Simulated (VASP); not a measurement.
**Cu: relaxation of cell and atoms with PBE**

Crystal: Cu.

```
CELL_PARAMETERS angstrom
-1.44279 1.44279 1.37608
1.44279 -1.44279 1.37608
1.44279 1.44279 -1.37608
ATOMIC_POSITIONS crystal
Cu 0.00696 0.90445 0.95375
```

```json
{"Program": "VASP 6.6.1", "Task": "relaxation of cell and atoms", "Functional": "PBE", "Potentials or basis": "VASP PAW PBE potentials, release 64 (Cu)", "Cutoff": "600 eV", "k mesh": "10 × 10 × 10", "Occupations": "gaussian, width 0.1 eV", "Spin": "no spin polarisation", "Dipole correction": "no", "Further INCAR settings": "ALGO = Normal; EDIFF = 1e-07; IBRION = 2; EDIFFG = -0.005; NSW = 21; ISIF = 3"}
```

```yaml
Relaxed_volume: 12.09 Å³/atom
Relaxed_cell: a = 2.511 Å, b = 2.511 Å, c = 2.511 Å, α = 106.69°, β = 106.69°, γ = 115.19°
Space_group_after_relaxing_to_0.05_Å: I4/mmm (No. 139)
Energy_gained_by_relaxing: 18.2 meV/atom
Ionic_steps: 11
Pressure_after_relaxing: 0.0 GPa
```

The path:
| step | energy change (eV) | largest force (eV/Å) | pressure (GPa) | volume (Å³) |
| --- | --- | --- | --- | --- |
| 1 | 0.0000 | 0.0000 | 7.92 | 11.46 |
| 2 | -0.0107 | 0.0000 | -3.56 | 12.42 |
| 3 | -0.0146 | 0.0000 | -0.03 | 12.08 |
| 4 | -0.0146 | 0.0000 | -0.18 | 12.09 |
| 5 | -0.0152 | 0.0000 | -0.19 | 12.09 |
| 6 | -0.0168 | 0.0000 | -0.18 | 12.10 |
| 7 | -0.0181 | 0.0000 | -0.16 | 12.11 |
| 8 | -0.0182 | 0.0000 | -0.18 | 12.11 |
| 9 | -0.0182 | 0.0000 | -0.19 | 12.11 |
| 10 | -0.0181 | 0.0000 | 0.52 | 12.05 |
| 11 | -0.0182 | 0.0000 | 0.02 | 12.09 |

Final structure:
```cif
data_structure
_symmetry_space_group_name_H-M 'P 1'
_symmetry_Int_Tables_number 1
_cell_length_a 2.5108
_cell_length_b 2.5108
_cell_length_c 2.5108
_cell_angle_alpha 106.688
_cell_angle_beta 106.688
_cell_angle_gamma 115.193
_cell_volume 12.09
loop_
_atom_site_label
_atom_site_type_symbol
_atom_site_fract_x
_atom_site_fract_y
_atom_site_fract_z
_atom_site_occupancy
Cu1 Cu 0.00696 0.90445 0.95375 1
```

Levels at points of the mesh, in eV from the Fermi level:
```tsv
k point	band 4	band 5	band 6	band 7	band 8	band 9
(0.00, 0.00, 0.00)	-2.88	-2.36	-1.91	23.34	23.34	26.65
(0.50, 0.00, 0.00)	-1.76	-1.39	-0.23	4.65	16.34	16.45
(0.50, 0.50, 0.00)	-2.09	-1.43	-1.04	3.47	19.31	19.51
(0.50, 0.50, 0.50)	-1.57	-1.47	6.80	6.80	10.94	12.39
```

Run time: 34 s on 1 thread of Intel(R) Xeon(R) 6975P-C (Granite Rapids), with other jobs on the host, peak memory 0.14 GiB.
